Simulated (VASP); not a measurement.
# K (I4/mmm) in VASP: notebook, part 2 of 2

VASP 6.6.1.

## 3. Single point, PBE (strain +0.000 along x and y, +0.015 along z)

INCAR

```
  PREC = Accurate
  ENCUT = 520
  EDIFF = 1E-6
  ISMEAR = 0
  SIGMA = 0.15
  LREAL = False
  LASPH = True
  NELM = 80
  ALGO = Fast
  ISIF = 2
  LWAVE = False
  LCHARG = False
  GGA = PE
  NBANDS = 10
```

KPOINTS

```
regular mesh
0
Gamma
  14 14 14
```

POSCAR

```
K
1.0
   -2.6180000000      2.6180000000      2.6572700000
    2.6180000000     -2.6180000000      2.6572700000
    2.6180000000      2.6180000000     -2.6572700000
K
1
Direct
    0.0000000000      0.0000000000      0.0000000000
```

Potentials or basis: VASP PAW PBE potentials, release 64 (K_sv).

Started as:

```sh
$ cat potpaw_PBE.64/K_sv/POTCAR > POTCAR
$ mpirun -np 1 vasp_std > vasp.out
```

OUTCAR:

```text
PREC = Accurate
   ENCUT = 520
   EDIFF = 1E-6
   ISMEAR = 0
   LREAL = False
   LASPH = True
   NELM = 80
   ISIF = 2
   GGA = PE

 ion  position               nearest neighbor table
   1  0.000  0.000  0.000-

  LATTYP: Found a body centered tetragonal cell.
 ALAT       =     5.2360000000
 C/A-ratio  =     1.0150000000

  Lattice vectors:

 A1 = (  -2.6180000000,   2.6180000000,   2.6572700000)
 A2 = (   2.6180000000,  -2.6180000000,   2.6572700000)
 A3 = (   2.6180000000,   2.6180000000,  -2.6572700000)

Analysis of symmetry for initial positions (statically):
=====================================================================
 Subroutine PRICEL returns:
 Original cell was already a primitive cell.

 Routine SETGRP: Setting up the symmetry group for a
 body centered tetragonal supercell.

 Subroutine GETGRP returns: Found 16 space group operations
 (whereof 16 operations were pure point group operations)
 out of a pool of 16 trial point group operations.

The static configuration has the point symmetry D_4h.

Analysis of symmetry for dynamics (positions and initial velocities):
=====================================================================
 Subroutine PRICEL returns:
 Original cell was already a primitive cell.

 Routine SETGRP: Setting up the symmetry group for a
 body centered tetragonal supercell.

 Subroutine GETGRP returns: Found 16 space group operations
 (whereof 16 operations were pure point group operations)
 out of a pool of 16 trial point group operations.

The dynamic configuration has the point symmetry D_4h.

 Subroutine INISYM returns: Found 16 space group operations
 (whereof 16 operations are pure point group operations),
 and found     1 'primitive' translations

----------------------------------------------------------------------------------------

                                     Primitive cell

  volume of cell :      72.8509

[... 107 lines left out ...]
  volume/ion in A,a.u.               =      72.85       491.62
  Fermi-wavevector in a.u.,A,eV,Ry     =   0.815350  1.540788  9.045091  0.664795
  Thomas-Fermi vector in A             =   1.925422
   LORBIT       =      0    0 simple, 1 ext, 2 COOP (PROOUT), +10 PAW based schemes
   GGA     = PE    functional components
   LHFCALC =     F    Hartree Fock is set to
   AEXX    =    0.0000 exact exchange contribution
   IVDW    =     0    specifies the selected vdW correction
   LEPSILON=     F    determine dielectric tensor
   LRPA    =     F    only Hartree local field effects (RPA)
 non-spin polarized calculation
 RMM-DIIS sequential band-by-band and
 Gauss-broadening in eV      SIGMA  =   0.15
  energy-cutoff  :      520.00
  volume of cell :       72.85
 maximum number of plane-waves:      1994
 NGX is ok and might be reduce to    36
   NGX = 17   NGY = 17   NGZ = 17

 number of electron       9.0000001 magnetization

 Free energy of the ion-electron system (eV)
  ---------------------------------------------------
  ext. energy  EPLUGINS =         0.00000000
  ---------------------------------------------------
  free energy    TOTEN  =        -1.05157928 eV

  energy without entropy =       -1.04288291  energy(sigma->0) =       -1.04723110

 E-fermi :  -0.0976     XC(G=0):  -5.6744

 val. band max:       -0.1058712979   @ k =  -0.3571   0.4286   0.1429
 cond. band min:      -0.0840225864   @ k =   0.3571   0.0714   0.0714
 fundamental gap:      0.0218487115
 Fermi energy:        -0.0975685499

 k-point     1 :       0.0000    0.0000    0.0000
  band No.  band energies     occupation
      1     -32.2264      2.00000
      2     -15.6752      2.00000
      3     -15.6752      2.00000
      4     -15.6751      2.00000
      5      -2.2688      2.00000
      6       4.1808      0.00000
      7       4.1808      0.00000
      8       4.2542      0.00000
      9       5.0704      0.00000
     10       5.1685      0.00000
[... 287 lines left out ...]
 k-point    24 :       0.2857    0.1429    0.0000
  band No.  band energies     occupation
      1     -32.2227      2.00000
      2     -15.7309      2.00000
      3     -15.6967      2.00000
      4     -15.6791      2.00000
      5      -0.6171      2.00000
      6       1.9072      0.00000
      7       2.8862      0.00000
      8       4.7128      0.00000
      9       5.1499      0.00000
     10       5.5692      0.00000

 [... further k-points ...]
[... 5 lines left out ...]
  --------------------------------------------------------------------------------------
  -------------------------------------------------------------------------------------
  Total        0.0225289      0.0225289      0.0171820      0.0000000      0.0000000      0.0000000
  in kB        0.4954676      0.4954676      0.3778764      0.0000000      0.0000000      0.0000000
  external PRESSURE =       0.4562705 kB  Pullay stress =       0.0000000 kB

 VOLUME and BASIS-vectors are now :
 -----------------------------------------------------------------------------
  energy-cutoff  :      520.00
  volume of cell :       72.85
      direct lattice vectors                 reciprocal lattice vectors
    -2.618000000  2.618000000  2.657270000     0.000000000  0.190985485  0.188163040
     2.618000000 -2.618000000  2.657270000     0.190985485  0.000000000  0.188163040
     2.618000000  2.618000000 -2.657270000     0.190985485  0.190985485  0.000000000

 POSITION                                       TOTAL-FORCE (eV/Angst)
 -----------------------------------------------------------------------------------
      0.00000      0.00000      0.00000        -0.000000     -0.000000     -0.000000
 -----------------------------------------------------------------------------------
    total drift:                               -0.000000     -0.000000      0.000000

  FREE ENERGIE OF THE ION-ELECTRON SYSTEM (eV)
  ---------------------------------------------------
  free  energy   TOTEN  =        -1.0515792834 eV

  energy  without entropy=       -1.0428829077  energy(sigma->0) =       -1.04723110
```

Wall time 89 s (1 thread of AMD EPYC 9R45 (Zen 5), shared host); peak memory 0.29 GiB.

What came out:

* Free energy: -1.0516 eV
* Pressure: 0.0 GPa
* Band gap on the k mesh: zero (an odd number of electrons rules out a gap without spin polarisation)

Caveat: the cell differs from its parent crystal (strain +0.000 along x and y, +0.015 along z).
